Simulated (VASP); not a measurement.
# VN2 (I4/mcm) in VASP: a series of runs

Runs on VN2. Level: PBEsol. Tasks: single point.

All numbers are computed with VASP 6.6.1; they aren't measurements. Logs are shortened: lines on timing, memory, paths and dates and some standing lists are left out, and cuts for length are marked.

**1. The cell of the first run**

Symmetry: I4/mcm, No. 140, tetragonal system. Conventional cell: a = 4.301 Å, b = 4.301 Å, c = 4.983 Å, α = 90.00°, β = 90.00°, γ = 90.00°. Within 2.8 Å of V (site symmetry 422) lie 8 N at 2.13 Å and 2 V at 2.49 Å. N (site symmetry m2m) has 1 N at 1.40 Å within 1.9 Å.

**2. Single point, PBEsol**

The input, INCAR:

```
SYSTEM = VN2
PREC = Accurate
ENCUT = 520
EDIFF = 1E-6
ISMEAR = 0
SIGMA = 0.5
LREAL = .False.
LASPH = .True.
NELM = 80
ALGO = Normal
ISIF = 2
LWAVE = .False.
LCHARG = .False.
GGA = PS
NBANDS = 32
```

The input, KPOINTS:

```
Automatic mesh
0
Gamma
  12 12 12
  0 0 0
```

The input, POSCAR:

```
VN2
1.0
   -2.1507500000      2.1507500000      2.4913500000
    2.1507500000     -2.1507500000      2.4913500000
    2.1507500000      2.1507500000     -2.4913500000
V N
2 4
Direct
    0.2500000000      0.2500000000      0.0000000000
    0.7500000000      0.7500000000      0.0000000000
    0.1151000000      0.6151000000      0.7302000000
    0.6151000000      0.8849000000      0.5000000000
    0.8849000000      0.3849000000      0.2698000000
    0.3849000000      0.1151000000      0.5000000000
```

Potentials or basis: VASP PAW PBE potentials, release 64 (V_sv, N).

On the command line:

```
cat potpaw_PBE.64/V_sv/POTCAR potpaw_PBE.64/N/POTCAR > POTCAR
mpirun -np 1 vasp_std > vasp.out
```

OUTCAR:

```text
SYSTEM = VN2
   PREC = Accurate
   ENCUT = 520
   EDIFF = 1E-6
   ISMEAR = 0
   LREAL = .False.
   LASPH = .True.
   NELM = 80
   ISIF = 2
   GGA = PS

 ion  position               nearest neighbor table
   1  0.250  0.250  0.000-   5 2.13   3 2.13   4 2.13   6 2.13   6 2.13   3 2.13   4 2.13   5 2.13
                             2 2.49   2 2.49
   2  0.750  0.750  0.000-   5 2.13   3 2.13   4 2.13   6 2.13   4 2.13   6 2.13   3 2.13   5 2.13
                             1 2.49   1 2.49
   3  0.115  0.615  0.730-   5 1.40   1 2.13   1 2.13   2 2.13   2 2.13
   4  0.615  0.885  0.500-   6 1.40   2 2.13   1 2.13   2 2.13   1 2.13
   5  0.885  0.385  0.270-   3 1.40   2 2.13   1 2.13   2 2.13   1 2.13
   6  0.385  0.115  0.500-   4 1.40   1 2.13   2 2.13   1 2.13   2 2.13

  LATTYP: Found a body centered tetragonal cell.
 ALAT       =     4.3015000000
 C/A-ratio  =     1.1583633616

  Lattice vectors:

 A1 = (  -2.1507500000,   2.1507500000,   2.4913500000)
 A2 = (   2.1507500000,  -2.1507500000,   2.4913500000)
 A3 = (   2.1507500000,   2.1507500000,  -2.4913500000)

Analysis of symmetry for initial positions (statically):
=====================================================================
 Subroutine PRICEL returns:
 Original cell was already a primitive cell.

 Routine SETGRP: Setting up the symmetry group for a
 body centered tetragonal supercell.

 Subroutine GETGRP returns: Found 16 space group operations
 (whereof  8 operations were pure point group operations)
 out of a pool of 16 trial point group operations.

The static configuration has the point symmetry C_4h.
 The point group associated with its full space group is D_4h.

Analysis of symmetry for dynamics (positions and initial velocities):
=====================================================================
 Subroutine PRICEL returns:
 Original cell was already a primitive cell.

 Routine SETGRP: Setting up the symmetry group for a
 body centered tetragonal supercell.

 Subroutine GETGRP returns: Found 16 space group operations
 (whereof  8 operations were pure point group operations)
 out of a pool of 16 trial point group operations.

The dynamic configuration has the point symmetry C_4h.
 The point group associated with its full space group is D_4h.

 Subroutine INISYM returns: Found 16 space group operations
 (whereof  8 operations are pure point group operations),
 and found     1 'primitive' translations

----------------------------------------------------------------------------------------

                                     Primitive cell

  volume of cell :      46.0972

  direct lattice vectors                    reciprocal lattice vectors
    -2.150750000  2.150750000  2.491350000     0.000000000  0.232477043  0.200694403
     2.150750000 -2.150750000  2.491350000     0.232477043  0.000000000  0.200694403
     2.150750000  2.150750000 -2.491350000     0.232477043  0.232477043  0.000000000

  length of vectors
     3.931701406  3.931701406  3.931701406     0.307121830  0.307121830  0.328772187

  position of ions in fractional coordinates (direct lattice)
     0.250000000  0.250000000  0.000000000
     0.750000000  0.750000000  0.000000000
     0.115100000  0.615100000  0.730200000
     0.615100000  0.884900000  0.500000000
     0.884900000  0.384900000  0.269800000
     0.384900000  0.115100000  0.500000000

  ion indices of the primitive-cell ions
   primitive index   ion index
                 1           1
                 2           2
                 3           3
                 4           4
                 5           5
                 6           6

----------------------------------------------------------------------------------------

 KPOINTS: Automatic mesh

Automatic generation of k-mesh.
 Grid dimensions read from file:
 generate k-points for:   12   12   12

 Generating k-lattice:

  Cartesian coordinates                     Fractional coordinates (reciprocal lattice)
     0.000000000  0.019373087  0.016724534     0.083333333  0.000000000  0.000000000
     0.019373087  0.000000000  0.016724534     0.000000000  0.083333333  0.000000000
     0.019373087  0.019373087  0.000000000     0.000000000  0.000000000  0.083333333

  Length of vectors
     0.025593486  0.025593486  0.027397682

  Shift w.r.t. Gamma in fractional coordinates (k-lattice)
     0.000000000  0.000000000  0.000000000

 Subroutine IBZKPT returns following result:
 ===========================================

 Found    163 irreducible k-points:

 Following reciprocal coordinates:
            Coordinates               Weight
  0.000000  0.000000  0.000000      1.000000
  0.083333 -0.000000  0.000000      8.000000
  0.166667 -0.000000  0.000000      8.000000
  0.250000  0.000000  0.000000      8.000000
  0.333333 -0.000000  0.000000      8.000000
  0.416667  0.000000 -0.000000      8.000000
[... 16 lines left out ...]
  0.500000  0.166667  0.000000     16.000000
 -0.416667  0.166667  0.000000     16.000000
 [... further k-points ...]
   k-points           NKPTS =    163   k-points in BZ     NKDIM =    163   number of bands    NBANDS=     32
   number of dos      NEDOS =    301   number of ions     NIONS =      6
   total plane-waves  NPLWV =  27000
   dimension x,y,z NGX =    30 NGY =   30 NGZ =   30
   dimension x,y,z NGXF=    60 NGYF=   60 NGZF=   60
   ions per type =               2   4
   NGX,Y,Z   is equivalent  to a cutoff of  12.69, 12.69, 12.69 a.u.
   NGXF,Y,Z  is equivalent  to a cutoff of  25.37, 25.37, 25.37 a.u.
 SYSTEM =  VN2
   PREC   = accura    normal or accurate (medium, high low for compatibility)
   ISTART =      0    job   : 0-new  1-cont  2-samecut
   ICHARG =      2    charge: 1-file 2-atom 10-const
   ISPIN  =      1    spin polarized calculation?
   LNONCOLLINEAR =      F non collinear calculations
   LSORBIT =      F    spin-orbit coupling
   LASPH  =      T    aspherical Exc in radial PAW
   ENCUT  =  520.0 eV  38.22 Ry    6.18 a.u.   7.31  7.31  7.31*2*pi/ulx,y,z
   NELM   =     80;   NELMIN=  2; NELMDL= -5     # of ELM steps
   EDIFF  = 0.1E-05   stopping-criterion for ELM
   LREAL  =      F    real-space projection
[... 7 lines left out ...]
   TEBEG  =    0.0;   TEEND  =   0.0 temperature during run
   PSTRESS=    0.0 pullay stress
   NELECT =      46.0000    total number of electrons
   NUPDOWN=      -1.0000    fix difference up-down
   EMIN   =  10.00;   EMAX   =-10.00  energy-range for DOS
   EFERMI =   0.00;   METHOD = LEGACY
   ISMEAR =     0;   SIGMA  =   0.50  broadening in eV -4-tet -1-fermi 0-gaus
   EFERMI_NEDOS =   21; number of points for ismear=-14 and -15
   IALGO  =     38    algorithm
   IMIX   =      4    mixing-type and parameters
     AMIX     =   0.40;   BMIX     =  1.00
     AMIX_MAG =   1.60;   BMIX_MAG =  1.00
  volume/ion in A,a.u.               =       7.68        51.85
  Fermi-wavevector in a.u.,A,eV,Ry     =   1.635947  3.091492 36.413581  2.676323
  Thomas-Fermi vector in A             =   2.727335
   LORBIT       =      0    0 simple, 1 ext, 2 COOP (PROOUT), +10 PAW based schemes
   GGA     = PS    functional components
   LHFCALC =     F    Hartree Fock is set to
   AEXX    =    0.0000 exact exchange contribution
   IVDW    =     0    specifies the selected vdW correction
   LEPSILON=     F    determine dielectric tensor
   LRPA    =     F    only Hartree local field effects (RPA)
 non-spin polarized calculation
 Gauss-broadening in eV      SIGMA  =   0.50
  energy-cutoff  :      520.00
  volume of cell :       46.10
 maximum number of plane-waves:      1268
 NGX is ok and might be reduce to    30
   NGX = 15   NGY = 15   NGZ = 15

 number of electron      46.0000009 magnetization

 Free energy of the ion-electron system (eV)
  ---------------------------------------------------
  ext. energy  EPLUGINS =         0.00000000
  ---------------------------------------------------
  free energy    TOTEN  =       -57.08031182 eV

  energy without entropy =      -56.79099335  energy(sigma->0) =      -56.93565259

 E-fermi :  11.2346     XC(G=0): -13.8838

 val. band max:       11.2024225751   @ k =  -0.3333   0.5000   0.3333
 cond. band min:      11.2395515560   @ k =  -0.0833  -0.4167   0.0833
 fundamental gap:      0.0371289809
 Fermi energy:        11.2346270704

 k-point     1 :       0.0000    0.0000    0.0000
  band No.  band energies     occupation
      1     -53.9916      2.00000
      2     -53.8260      2.00000
      3     -28.2371      2.00000
      4     -27.9393      2.00000
      5     -27.9393      2.00000
      6     -27.9288      2.00000
[... 24 lines left out ...]
     31      13.6512      0.00000
     32      15.8467      0.00000

 k-point     2 :       0.0833   -0.0000    0.0000
  band No.  band energies     occupation
      1     -53.9888      2.00000
      2     -53.8288      2.00000
      3     -28.2236      2.00000
      4     -27.9399      2.00000
      5     -27.9397      2.00000
      6     -27.9302      2.00000
[... 24 lines left out ...]
     31      13.7482      0.00000
     32      15.7379      0.00000

 k-point     3 :       0.1667   -0.0000    0.0000
  band No.  band energies     occupation
      1     -53.9804      2.00000
      2     -53.8369      2.00000
      3     -28.1838      2.00000
      4     -27.9418      2.00000
      5     -27.9407      2.00000
      6     -27.9339      2.00000
[... 24 lines left out ...]
     31      14.0087      0.00000
     32      15.4269      0.00000

 k-point     4 :       0.2500    0.0000    0.0000
  band No.  band energies     occupation
      1     -53.9671      2.00000
      2     -53.8500      2.00000
      3     -28.1198      2.00000
      4     -27.9442      2.00000
      5     -27.9420      2.00000
      6     -27.9389      2.00000
[... 24 lines left out ...]
     31      14.1728      0.00000
     32      14.9768      0.00000

 k-point     5 :       0.3333   -0.0000    0.0000
  band No.  band energies     occupation
      1     -53.9498      2.00000
      2     -53.8670      2.00000
      3     -28.0357      2.00000
      4     -27.9461      2.00000
      5     -27.9443      2.00000
      6     -27.9429      2.00000
[... 584 lines left out ...]
     31      14.1928      0.00000
     32      14.8606      0.00000

 k-point    22 :       0.4167    0.1667    0.0000
  band No.  band energies     occupation
      1     -53.9226      2.00000
      2     -53.8936      2.00000
      3     -28.0286      2.00000
      4     -27.9633      2.00000
      5     -27.9425      2.00000
      6     -27.9335      2.00000
[... 24 lines left out ...]
     31      14.1351      0.00000
     32      14.9940      0.00000

 k-point    23 :       0.5000    0.1667    0.0000
  band No.  band energies     occupation
      1     -53.9423      2.00000
      2     -53.8738      2.00000
      3     -28.0516      2.00000
      4     -28.0318      2.00000
      5     -27.9559      2.00000
      6     -27.9302      2.00000
[... 24 lines left out ...]
     31      14.2157      0.00000
     32      15.0638      0.00000

 k-point    24 :      -0.4167    0.1667    0.0000
  band No.  band energies     occupation
      1     -53.9598      2.00000
      2     -53.8565      2.00000
      3     -28.1362      2.00000
      4     -28.0278      2.00000
      5     -27.9540      2.00000
      6     -27.9269      2.00000
[... 24 lines left out ...]
     31      14.3665      0.00000
     32      15.0430      0.00000

 [... further k-points ...]
[... 5 lines left out ...]
  --------------------------------------------------------------------------------------
  -------------------------------------------------------------------------------------
  Total       -3.1498607     -3.1498607     -2.3338814      0.0000000     -0.0000000      0.0000000
  in kB     -109.4781207   -109.4781207    -81.1175385      0.0000000     -0.0000000      0.0000000
  external PRESSURE =    -100.0245933 kB  Pullay stress =       0.0000000 kB

 VOLUME and BASIS-vectors are now :
 -----------------------------------------------------------------------------
  energy-cutoff  :      520.00
  volume of cell :       46.10
      direct lattice vectors                 reciprocal lattice vectors
    -2.150750000  2.150750000  2.491350000     0.000000000  0.232477043  0.200694403
     2.150750000 -2.150750000  2.491350000     0.232477043  0.000000000  0.200694403
     2.150750000  2.150750000 -2.491350000     0.232477043  0.232477043  0.000000000

 POSITION                                       TOTAL-FORCE (eV/Angst)
 -----------------------------------------------------------------------------------
      0.00000      0.00000      1.24568        -0.000000     -0.000000     -0.000000
      0.00000      0.00000      3.73703        -0.000000     -0.000000     -0.000000
      2.64585      0.49510      0.00000        -0.269313     -0.269313     -0.000000
      1.65565      0.49510      2.49135         0.269313     -0.269313     -0.000000
     -0.49510      1.65565      2.49135         0.269313      0.269313      0.000000
      0.49510      1.65565      0.00000        -0.269313      0.269313      0.000000
 -----------------------------------------------------------------------------------
    total drift:                                0.000000      0.000000     -0.000000

  FREE ENERGIE OF THE ION-ELECTRON SYSTEM (eV)
  ---------------------------------------------------
  free  energy   TOTEN  =       -57.0803118232 eV

  energy  without entropy=      -56.7909933507  energy(sigma->0) =      -56.93565259
```

Wall time 1.8 min (1 thread of Intel Xeon 6975P-C (Granite Rapids), shared host); peak memory 0.3 GiB.

Results:

```yaml
Free_energy: -57.0803 eV
Pressure: -10.0 GPa
Largest_force: 0.381 eV/Å
Band_gap_on_the_k_mesh: zero (band 23 reaches 11.57 eV, above the bottom of band 24 at 11.19 eV)
```

Forces on the atoms (eV/Å):
```
V    0.000  0.000  0.000
V    0.000  0.000  0.000
N   -0.269 -0.269  0.000
N    0.269 -0.269  0.000
N    0.269  0.269  0.000
N   -0.269  0.269  0.000
```

Caveat: the PAW data sets were made with another functional, which shifts forces and pressure a little; the run has no spin polarisation, though such a crystal can be magnetic. With open d or f shells a metallic result of PBEsol can be an artefact of self-interaction; +U or a hybrid may open a gap.

**3. Single point, PBEsol**

The input, INCAR:

```
SYSTEM = VN2
  PREC = Accurate
  ENCUT = 520
  EDIFF = 1E-6
  ISMEAR = -1
  SIGMA = 0.02
  LREAL = .FALSE.
  LASPH = .TRUE.
  NELM = 100
  ALGO = Normal
  ISIF = 2
  LWAVE = .FALSE.
  LCHARG = .FALSE.
  GGA = PS
  NBANDS = 32
```

The input, KPOINTS:

```
regular mesh
0
G
  12 12 12
  0 0 0
```

POSCAR is that of step 2.

Potentials or basis: VASP PAW PBE potentials, release 64 (V_sv, N).

On the command line:

```
cat potpaw_PBE.64/V_sv/POTCAR potpaw_PBE.64/N/POTCAR > POTCAR
mpirun -np 1 vasp_std > vasp.out
```

Run time: 2 min. Hardware: 1 thread of Intel Xeon 6975P-C (Granite Rapids), shared host; peak memory 0.31 GiB.

It converged, with:

```yaml
Free_energy: -56.9325 eV
Pressure: -10.9 GPa
Largest_force: 0.382 eV/Å
Band_gap_on_the_k_mesh: zero (band 23 reaches 11.56 eV, above the bottom of band 24 at 11.20 eV)
```

Forces in eV/Å, atoms in the order of the input:
```
V    0.000  0.000  0.000
V    0.000  0.000  0.000
N   -0.270 -0.270  0.000
N    0.270 -0.270  0.000
N    0.270  0.270  0.000
N   -0.270  0.270  0.000
```

Stress tensor (GPa, compression positive):
```
-10.65   0.00   0.00
  0.00 -10.65   0.00
  0.00   0.00 -11.45
```

Levels at points of the mesh, in eV from the Fermi level:
| k point | band 19 | band 20 | band 21 | band 22 | band 23 | band 24 | band 25 | band 26 | band 27 | band 28 |
| --- | --- | --- | --- | --- | --- | --- | --- | --- | --- | --- |
| (0.00, 0.00, 0.00) | -3.37 | -2.94 | -2.66 | -2.66 | -2.66 | 0.75 | 0.89 | 0.89 | 1.33 | 1.95 |
| (0.50, 0.00, 0.00) | -3.42 | -3.42 | -3.21 | -3.21 | 0.16 | 0.16 | 0.72 | 0.72 | 1.04 | 1.04 |
| (0.50, 0.50, 0.00) | -4.95 | -4.64 | -2.80 | -2.60 | -1.40 | -0.01 | 0.77 | 1.10 | 1.85 | 2.18 |
| (0.50, 0.50, 0.50) | -4.71 | -2.17 | -2.17 | -0.28 | -0.16 | -0.12 | -0.10 | 0.02 | 1.93 | 1.93 |

Caveat: the PAW data sets were made with another functional, which shifts forces and pressure a little; the run has no spin polarisation, though such a crystal can be magnetic. With open d or f shells a metallic result of PBEsol can be an artefact of self-interaction; +U or a hybrid may open a gap.

**4. Single point, PBEsol**

The input, INCAR:

```
SYSTEM = VN2
PREC     = Accurate       ! precision mode
ENCUT    = 520            ! plane-wave cutoff, eV
EDIFF    = 1E-6           ! SCF threshold, eV
ISMEAR   = -1             ! smearing method
SIGMA    = 0.5            ! smearing width, eV
LREAL    = .FALSE.        ! projectors in reciprocal space
LASPH    = .TRUE.         ! aspherical terms in the spheres
NELM     = 60             ! most SCF steps
ALGO     = Normal         ! electronic algorithm
ISIF     = 2              ! what is computed and relaxed
LWAVE    = .FALSE.        ! write WAVECAR
LCHARG   = .FALSE.        ! write CHGCAR
GGA      = PS             ! functional
NBANDS   = 32             ! bands
```

The input, KPOINTS:

```
Automatic mesh
0
G
  12 12 12
  0 0 0
```

POSCAR is that of step 3.

On the command line:

```
cat potpaw_PBE.64/V_sv/POTCAR potpaw_PBE.64/N/POTCAR > POTCAR
mpirun -np 1 vasp_std > vasp.out
```

It took 1.9 min on 1 thread of Intel Xeon 6975P-C (Granite Rapids), shared host; peak memory 0.31 GiB.

Results (log left out):

| Property | Result |
| --- | --- |
| Free energy | -57.9061 eV |
| Pressure | -5.6 GPa |
| Largest force | 0.574 eV/Å |
| Band gap on the k mesh | zero (band 23 reaches 11.61 eV, above the bottom of band 24 at 11.22 eV) |

Forces on the atoms (eV/Å):
```
V    0.000  0.000  0.000
V    0.000  0.000  0.000
N   -0.406 -0.406  0.000
N    0.406 -0.406  0.000
N    0.406  0.406  0.000
N   -0.406  0.406  0.000
```

Stress tensor (GPa, compression positive):
```
-9.71  0.00  0.00
 0.00 -9.71  0.00
 0.00  0.00  2.61
```

Levels at points of the mesh, in eV from the Fermi level:
```
           k point  band 19  band 20  band 21  band 22  band 23  band 24  band 25  band 26  band 27  band 28
(0.00, 0.00, 0.00)    -2.99    -2.53    -2.23    -2.23    -2.19     1.31     1.35     1.35     1.85     2.37
(0.50, 0.00, 0.00)    -3.00    -3.00    -2.76    -2.76     0.58     0.58     1.22     1.22     1.55     1.55
(0.50, 0.50, 0.00)    -4.54    -4.21    -2.32    -2.19    -1.00     0.51     1.24     1.62     2.38     2.64
(0.50, 0.50, 0.50)    -4.25    -1.73    -1.73     0.22     0.25     0.37     0.43     0.57     2.37     2.37
```

Caveat: the PAW data sets were made with another functional, which shifts forces and pressure a little; the run has no spin polarisation, though such a crystal can be magnetic.

**5. Summary**

| smearing | gap on the mesh (eV) | pressure (GPa) | largest force (eV/Å) |
| --- | --- | --- | --- |
| gaussian 0.5 eV | none | -10.0 | 0.38 |
| fermi-dirac 0.02 eV | none | -10.9 | 0.38 |
| fermi-dirac 0.5 eV | none | -5.6 | 0.57 |

Alike in all rows: task single point; level PBEsol; potentials or basis VASP PAW PBE potentials, release 64 (V_sv, N); no spin polarisation; cell as given; k mesh 12 × 12 × 12; cutoff (eV) 520.

Every run on the cell as given and a fine mesh finds a metal.

Caveats: the PAW data sets were made with another functional, which shifts forces and pressure a little; the run has no spin polarisation, though such a crystal can be magnetic.

Total energies depend on the potentials used, so only differences within one code and one set of settings carry meaning.
